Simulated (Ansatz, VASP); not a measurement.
# TiSi: VASP beside Ansatz

```
Ti Si
1.0
     0.00000    2.54450    2.54450
     2.54450    0.00000    2.54450
     2.54450    2.54450    0.00000
Ti Si
1 1
Direct
  0.00000 0.00000 0.00000
  0.50000 0.50000 0.50000
```

Alike in both runs: functional r2SCAN; k mesh 14 × 14 × 14; occupations gaussian, width 0.1 eV; no spin polarisation.

Ansatz relaxed the structure, and its values are those at the end. VASP's run is a single point on that final structure, the one shown.

```csv
,VASP,Ansatz
version,VASP 6.6.1,Ansatz 0.2.0
potentials or method,"VASP PAW PBE potentials, release 64 (Ti_sv, Si), cutoff 520 eV","scalar-relativistic, plane waves, PAW"
valence electrons in the cell,16,16
```

```csv
,VASP,Ansatz,Ansatz less VASP
gap on the k mesh at the Fermi level (eV),none,none,-
pressure (GPa),0.2,0.0,-0.21
```

VASP's potentials were made for PBE, not for r2SCAN. A gap of «none» marks a metal or a gap that the smearing closes.
